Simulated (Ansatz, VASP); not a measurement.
**SnO in VASP and in Ansatz**

The input INCAR:

```
PREC = Accurate ; ENCUT = 1000
EDIFF = 1E-8 ; ISMEAR = -1
SIGMA = 0.01 ; LREAL = False
LASPH = True ; NELM = 120
ALGO = Normal ; ISIF = 2
LWAVE = False ; LCHARG = False
GGA = PS ; LEFG = True
NBANDS = 28 ; GGA_COMPAT = False
```

The input KPOINTS:

```
regular mesh
0
Gamma
  8 8 6
```

Contents of POSCAR:

```
SnO
1.0
    3.8271795418      0.0000000000      0.0000000000
    0.0000000000      3.8271795418      0.0000000000
    0.0000000000      0.0000000000      4.8680274234
Sn O
2 2
Direct
    0.0000000000      0.5000000000      0.2385000000
    0.5000000000      0.0000000000      0.7615000000
    0.0000000000      0.0000000000      0.0000000000
    0.5000000000      0.5000000000      0.0000000000
```

Input for Ansatz:

```yaml
crystal:
  lattice:
    - [3.8271795418, 0.0, 0.0]
    - [0.0, 3.8271795418, 0.0]
    - [0.0, 0.0, 4.8680274234]
  atoms:
    - { symbol: Sn, position: [0.0, 0.5, 0.2385] }
    - { symbol: Sn, position: [0.5, 0.0, 0.7615] }
    - { symbol: O, position: [0.0, 0.0, 0.0] }
    - { symbol: O, position: [0.5, 0.5, 0.0] }
kpoints:
  mp_grid: { grid: [8, 8, 6] }
scf:
  occupations: { method: fermi_dirac, width: 0.01 }
hamiltonian:
  xc: pbesol
  pseudopotentials: { kind: paw }
output:
  forces: true
  stress: true
  eigenvalues: true
  efg: { contact_densities: true }
```

Change from the starting cell: volume scaled by 1.02, PAW files.

Alike in both runs: task electric field gradients; functional PBEsol; k mesh 8 × 8 × 6; occupations fermi-dirac, width 0.01 eV; no spin polarisation.

|  | VASP | Ansatz |
| --- | --- | --- |
| version | VASP 6.6.1 | Ansatz 0.2.0 |
| potentials or method | VASP PAW PBE potentials, release 64 (Sn_d, O_h) | PAW with Ansatz's default frozen-core files, scalar-relativistic |
| plane-wave cutoff (eV) | 1000 | 420 |
| valence electrons in the cell | 40 | 40 |

Ansatz gave:

* rms of the force components (eV/Å): 0.088
* size of Vzz on the site where it differs most (V/Å²): 167.4

Task: What did VASP give for the same quantities?

Result: rms of the force components (eV/Å): 0.057; size of Vzz on the site where it differs most (V/Å²): 159.2.

VASP's potentials were made for PBE, not for PBEsol. Atom by atom the forces differ by 0.031 eV/Å (rms over components). With one functional, cell and mesh, what is left measures potentials, basis and numerics.
